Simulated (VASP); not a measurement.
# Nb3GaSe2 (P4/mmm) in VASP: further runs

Nb3GaSe2 is run at these levels: PBE; tasks: single point, relaxation of cell and atoms.

Everything below comes from runs of VASP 6.6.1. Logs are shortened: lines on timing, memory, paths and dates and some standing lists are left out, and cuts for length are marked.

## 1. The cell of the first run

Symmetry: P4/mmm, No. 123, tetragonal system. Conventional cell: a = 3.175 Å, b = 3.175 Å, c = 10.042 Å, α = 90.00°, β = 90.00°, γ = 90.00°. Nb (site symmetry 4mm) has 4 Ga at 2.80 Å and 4 Se at 2.81 Å and 6 Nb at 3.17 to 3.36 Å within 3.7 Å. Nb (site symmetry 4/mmm) has 8 Se at 2.78 Å and 6 Nb at 3.17 to 3.34 Å within 3.7 Å. Within 3.7 Å of Ga (site symmetry 4/mmm) lie 8 Nb at 2.80 Å and 4 Ga at 3.17 Å and 2 Se at 3.38 Å. Se (site symmetry 4mm) has 8 Nb at 2.78 to 2.81 Å and 5 Se at 3.17 to 3.29 Å and 1 Ga at 3.38 Å within 3.7 Å.

## 2. Single point, PBE

Contents of INCAR:

```
PREC = Accurate ; ENCUT = 520
EDIFF = 1E-6 ; ISMEAR = 0
SIGMA = 0.1 ; LREAL = False
LASPH = True ; NELM = 100
ALGO = Normal ; ISIF = 2
LWAVE = False ; LCHARG = False
GGA = PE ; NBANDS = 41
```

Contents of KPOINTS:

```
regular mesh
0
Gamma
  6 6 2
```

Contents of POSCAR:

```
Nb3GaSe2
1.0
    3.1748601493      0.0000000000      0.0000000000
    0.0000000000      3.1748601493      0.0000000000
    0.0000000000      0.0000000000     10.0419209278
Nb Ga Se
3 1 2
Direct
    0.5000000000      0.5000000000      0.1671797269
    0.5000000000      0.5000000000      0.5000000000
    0.5000000000      0.5000000000      0.8328202731
    0.0000000000      0.0000000000      0.0000000000
    0.0000000000      0.0000000000      0.3361974188
    0.0000000000      0.0000000000      0.6638025812
```

Potentials or basis: VASP PAW PBE potentials, release 64 (Nb_sv, Ga_d, Se).

Run with:

```
> cat potpaw_PBE.64/Nb_sv/POTCAR potpaw_PBE.64/Ga_d/POTCAR potpaw_PBE.64/Se/POTCAR > POTCAR
> mpirun -np 1 vasp_std > vasp.out
```

OUTCAR:

```text
PREC = Accurate
   ENCUT = 520
   EDIFF = 1E-6
   ISMEAR = 0
   LREAL = False
   LASPH = True
   NELM = 100
   ISIF = 2
   GGA = PE

 ion  position               nearest neighbor table
   1  0.500  0.500  0.167-   4 2.80   4 2.80   4 2.80   4 2.80   5 2.81   5 2.81   5 2.81   5 2.81

   2  0.500  0.500  0.500-   5 2.78   6 2.78   5 2.78   6 2.78   5 2.78   6 2.78   5 2.78   6 2.78

   3  0.500  0.500  0.833-   4 2.80   4 2.80   4 2.80   4 2.80   6 2.81   6 2.81   6 2.81   6 2.81

   4  0.000  0.000  0.000-   1 2.80   3 2.80   1 2.80   3 2.80   1 2.80   3 2.80   1 2.80   3 2.80

   5  0.000  0.000  0.336-   2 2.78   2 2.78   2 2.78   2 2.78   1 2.81   1 2.81   1 2.81   1 2.81

   6  0.000  0.000  0.664-   2 2.78   2 2.78   2 2.78   2 2.78   3 2.81   3 2.81   3 2.81   3 2.81

  LATTYP: Found a simple tetragonal cell.
 ALAT       =     3.1748601493
 C/A-ratio  =     3.1629490609

  Lattice vectors:

 A1 = (   3.1748601493,   0.0000000000,   0.0000000000)
 A2 = (   0.0000000000,   3.1748601493,   0.0000000000)
 A3 = (   0.0000000000,   0.0000000000,  10.0419209278)

Analysis of symmetry for initial positions (statically):
=====================================================================
 Subroutine PRICEL returns:
 Original cell was already a primitive cell.

 Routine SETGRP: Setting up the symmetry group for a
 simple tetragonal supercell.

 Subroutine GETGRP returns: Found 16 space group operations
 (whereof 16 operations were pure point group operations)
 out of a pool of 16 trial point group operations.

The static configuration has the point symmetry D_4h.

Analysis of symmetry for dynamics (positions and initial velocities):
=====================================================================
 Subroutine PRICEL returns:
 Original cell was already a primitive cell.

 Routine SETGRP: Setting up the symmetry group for a
 simple tetragonal supercell.

 Subroutine GETGRP returns: Found 16 space group operations
 (whereof 16 operations were pure point group operations)
 out of a pool of 16 trial point group operations.

The dynamic configuration has the point symmetry D_4h.

 Subroutine INISYM returns: Found 16 space group operations
 (whereof 16 operations are pure point group operations),
 and found     1 'primitive' translations

[... 98 lines left out ...]
   LREAL  =      F    real-space projection
   EDIFFG = 0.1E-04   stopping-criterion for IOM
   NSW    =      0    number of steps for IOM
   IBRION =     -1    ionic relax: 0-MD 1-quasi-New 2-CG
   NFREE  =      0    steps in history (QN), initial steepest desc. (CG)
   ISIF   =      2    stress and relaxation
   ISYM   =      2    0-nonsym 1-usesym 2-fastsym
   POTIM  = 0.5000    time-step for ionic-motion
   TEBEG  =    0.0;   TEEND  =   0.0 temperature during run
   PSTRESS=    0.0 pullay stress
   NELECT =      64.0000    total number of electrons
   NUPDOWN=      -1.0000    fix difference up-down
   EMIN   =  10.00;   EMAX   =-10.00  energy-range for DOS
   EFERMI =   0.00;   METHOD = LEGACY
   ISMEAR =     0;   SIGMA  =   0.10  broadening in eV -4-tet -1-fermi 0-gaus
   EFERMI_NEDOS =   21; number of points for ismear=-14 and -15
   IALGO  =     38    algorithm
   IMIX   =      4    mixing-type and parameters
     AMIX     =   0.40;   BMIX     =  1.00
     AMIX_MAG =   1.60;   BMIX_MAG =  1.00
  volume/ion in A,a.u.               =      16.87       113.84
  Fermi-wavevector in a.u.,A,eV,Ry     =   1.405118  2.655288 26.862756  1.974357
  Thomas-Fermi vector in A             =   2.527611
   LORBIT       =      0    0 simple, 1 ext, 2 COOP (PROOUT), +10 PAW based schemes
   GGA     = PE    functional components
   LHFCALC =     F    Hartree Fock is set to
   AEXX    =    0.0000 exact exchange contribution
   IVDW    =     0    specifies the selected vdW correction
   LEPSILON=     F    determine dielectric tensor
   LRPA    =     F    only Hartree local field effects (RPA)
 non-spin polarized calculation
 Gauss-broadening in eV      SIGMA  =   0.10
  energy-cutoff  :      520.00
  volume of cell :      101.22
 maximum number of plane-waves:      2760
 NGX is ok and might be reduce to    24
   NGX = 11   NGY = 11   NGZ = 37

 number of electron      63.9999996 magnetization

 Free energy of the ion-electron system (eV)
  ---------------------------------------------------
  ext. energy  EPLUGINS =         0.00000000
  ---------------------------------------------------
  free energy    TOTEN  =       -42.20125353 eV

  energy without entropy =      -42.15897141  energy(sigma->0) =      -42.18011247

 E-fermi :  10.6053     XC(G=0): -12.1924

 val. band max:       10.5972403062   @ k =   0.5000   0.0000   0.5000
 cond. band min:      10.6239994097   @ k =   0.5000   0.0000   0.5000
 fundamental gap:      0.0267591035
 Fermi energy:        10.6052655432

 k-point     1 :       0.0000    0.0000    0.0000
  band No.  band energies     occupation
      1     -45.0663      2.00000
      2     -44.6775      2.00000
      3     -44.6696      2.00000
      4     -21.2125      2.00000
      5     -20.9858      2.00000
      6     -20.9858      2.00000
[... 869 lines left out ...]
     40      14.2841      0.00000
     41      14.3902      0.00000

------------------------ aborting loop because EDIFF is reached ----------------------------------------

  FORCE on cell =-STRESS in cart. coord.  units (eV):
  Direction    XX          YY          ZZ          XY          YZ          ZX
  --------------------------------------------------------------------------------------
  -------------------------------------------------------------------------------------
  Total        0.0006952      0.0006952      0.0116370      0.0000000      0.0000000      0.0000000
  in kB        0.0110048      0.0110048      0.1841989      0.0000000      0.0000000      0.0000000
  external PRESSURE =       0.0687361 kB  Pullay stress =       0.0000000 kB

 VOLUME and BASIS-vectors are now :
 -----------------------------------------------------------------------------
  energy-cutoff  :      520.00
  volume of cell :      101.22
      direct lattice vectors                 reciprocal lattice vectors
     3.174860149  0.000000000  0.000000000     0.314974504  0.000000000  0.000000000
     0.000000000  3.174860149  0.000000000     0.000000000  0.314974504  0.000000000
     0.000000000  0.000000000 10.041920928     0.000000000  0.000000000  0.099582541

 POSITION                                       TOTAL-FORCE (eV/Angst)
 -----------------------------------------------------------------------------------
      1.58743      1.58743      1.67881        -0.000000     -0.000000      0.003863
      1.58743      1.58743      5.02096         0.000000      0.000000      0.000000
      1.58743      1.58743      8.36312         0.000000     -0.000000     -0.003863
      0.00000      0.00000      0.00000         0.000000      0.000000      0.000000
      0.00000      0.00000      3.37607         0.000000      0.000000     -0.010925
      0.00000      0.00000      6.66585         0.000000      0.000000      0.010925
 -----------------------------------------------------------------------------------
    total drift:                                0.000000     -0.000000      0.000000

  FREE ENERGIE OF THE ION-ELECTRON SYSTEM (eV)
  ---------------------------------------------------
  free  energy   TOTEN  =       -42.2012535275 eV

  energy  without entropy=      -42.1589714135  energy(sigma->0) =      -42.18011247
```

OSZICAR:

```text
N       E                     dE             d eps       ncg     rms          rms(c)
DAV:   1     0.819619887661E+03    0.81962E+03   -0.31944E+04  1786   0.203E+03
DAV:   2     0.690386750970E+02   -0.75058E+03   -0.72389E+03  1688   0.679E+02
DAV:   3    -0.344969980601E+02   -0.10354E+03   -0.97776E+02  2480   0.196E+02
DAV:   4    -0.441946880057E+02   -0.96977E+01   -0.93957E+01  2688   0.536E+01
DAV:   5    -0.448443160896E+02   -0.64963E+00   -0.64345E+00  2728   0.116E+01    0.126E+01
DAV:   6    -0.435314886595E+02    0.13128E+01   -0.14328E+01  2455   0.203E+01    0.790E+00
DAV:   7    -0.427107542081E+02    0.82073E+00   -0.97143E+00  2423   0.154E+01    0.482E+00
DAV:   8    -0.422110839892E+02    0.49967E+00   -0.13224E+00  2672   0.615E+00    0.219E+00
DAV:   9    -0.422122290825E+02   -0.11451E-02   -0.33051E-01  2599   0.300E+00    0.886E-01
DAV:  10    -0.422009816480E+02    0.11247E-01   -0.63755E-02  2439   0.154E+00    0.371E-01
DAV:  11    -0.422011200510E+02   -0.13840E-03   -0.67431E-03  2392   0.483E-01    0.105E-01
DAV:  12    -0.422012527349E+02   -0.13268E-03   -0.89987E-04  2871   0.172E-01    0.364E-02
DAV:  13    -0.422012554566E+02   -0.27217E-05   -0.55999E-05  2672   0.550E-02    0.101E-02
DAV:  14    -0.422012530359E+02    0.24208E-05   -0.61751E-06  2200   0.170E-02    0.644E-03
DAV:  15    -0.422012543569E+02   -0.13210E-05   -0.13000E-06  1472   0.984E-03    0.409E-03
DAV:  16    -0.422012535275E+02    0.82938E-06   -0.34172E-07  1312   0.657E-03
   1 F= -.42201254E+02 E0= -.42180112E+02  d E =-.422821E-01
```

Run time: 66 s. Hardware: 1 thread of AMD EPYC 9R45 (Zen 5), shared host; peak memory 0.21 GiB.

Results:

| Item | Value |
| --- | --- |
| Free energy | -42.2013 eV |
| Pressure | 0.0 GPa |
| Largest force | 0.011 eV/Å |
| Band gap on the k mesh | zero (band 32 reaches 11.37 eV, above the bottom of band 33 at 10.35 eV) |

Forces in eV/Å, atoms in the order of the input:
```
Nb   0.000  0.000  0.004
Nb   0.000  0.000  0.000
Nb   0.000  0.000 -0.004
Ga   0.000  0.000  0.000
Se   0.000  0.000 -0.011
Se   0.000  0.000  0.011
```

## 3. Single point, PBE

This run uses another cell than the first one, of 19.35 Å³/atom, 1.147 times its volume.

Contents of INCAR:

```
ALGO = Normal
EDIFF = 1E-7
ENCUT = 520
GGA = PE
ISIF = 2
ISMEAR = 0
LASPH = True
LCHARG = True
LELF = True
LREAL = False
LVHAR = True
LWAVE = False
NBANDS = 41
NELM = 60
PREC = Accurate
SIGMA = 0.1
```

Contents of KPOINTS:

```
k-points
0
Gamma
  6 6 2
```

Contents of POSCAR:

```
Nb3GaSe2
1.0
    3.3865972800      0.0000000000      0.0000000000
    0.0000000000      3.3865972800      0.0000000000
    0.0000000000      0.0000000000     10.1249377700
Nb Ga Se
3 1 2
Direct
    0.5000000000      0.5000000000      0.1837450000
    0.5000000000      0.5000000000      0.5000000000
    0.5000000000      0.5000000000      0.8162550000
    0.0000000000      0.0000000000      0.0000000000
    0.0000000000      0.0000000000      0.3342649900
    0.0000000000      0.0000000000      0.6657350100
```

Potentials or basis: VASP PAW PBE potentials, release 64 (Nb_sv, Ga_d, Se).

Run with:

```
> cat potpaw_PBE.64/Nb_sv/POTCAR potpaw_PBE.64/Ga_d/POTCAR potpaw_PBE.64/Se/POTCAR > POTCAR
> mpirun -np 1 vasp_std > vasp.out
```

It took 86 s on 1 thread of AMD EPYC 9R45 (Zen 5), shared host; peak memory 0.25 GiB.

It converged, with:

| Item | Value |
| --- | --- |
| Free energy | -41.1806 eV |
| Pressure | -14.3 GPa |
| Largest force | 0.522 eV/Å |
| Band gap on the k mesh | zero (band 32 reaches 9.51 eV, above the bottom of band 33 at 8.64 eV) |

Forces on the atoms (eV/Å):
```
Nb   0.000  0.000 -0.522
Nb   0.000  0.000  0.000
Nb   0.000  0.000  0.522
Ga   0.000  0.000  0.000
Se   0.000  0.000  0.174
Se   0.000  0.000 -0.174
```

Stress tensor (GPa, compression positive):
```
-16.45   0.00   0.00
  0.00 -16.45   0.00
  0.00   0.00 -10.00
```

Levels at points of the mesh, in eV from the Fermi level:
```tsv
k point	band 28	band 29	band 30	band 31	band 32	band 33	band 34	band 35	band 36	band 37
(0.00, 0.00, 0.00)	-2.48	-1.97	-1.80	0.01	0.63	0.86	0.86	0.98	1.27	1.27
(0.50, 0.00, 0.00)	-1.79	-1.58	-1.40	-1.38	-0.37	-0.24	0.48	0.78	1.50	1.70
(0.50, 0.50, 0.00)	-2.37	-2.32	-0.02	-0.02	0.05	0.94	1.38	1.45	1.63	1.63
(0.00, 0.00, 0.50)	-2.61	-2.08	-1.70	-0.64	-0.06	0.61	0.61	0.99	1.35	1.44
(0.50, 0.00, 0.50)	-2.30	-1.66	-1.55	-1.34	-0.33	-0.20	0.58	0.77	1.25	1.37
(0.50, 0.50, 0.50)	-2.00	-1.66	-1.05	-0.90	0.52	0.52	0.57	0.57	2.28	2.63
```

(Part 1 of 2 ends here.)
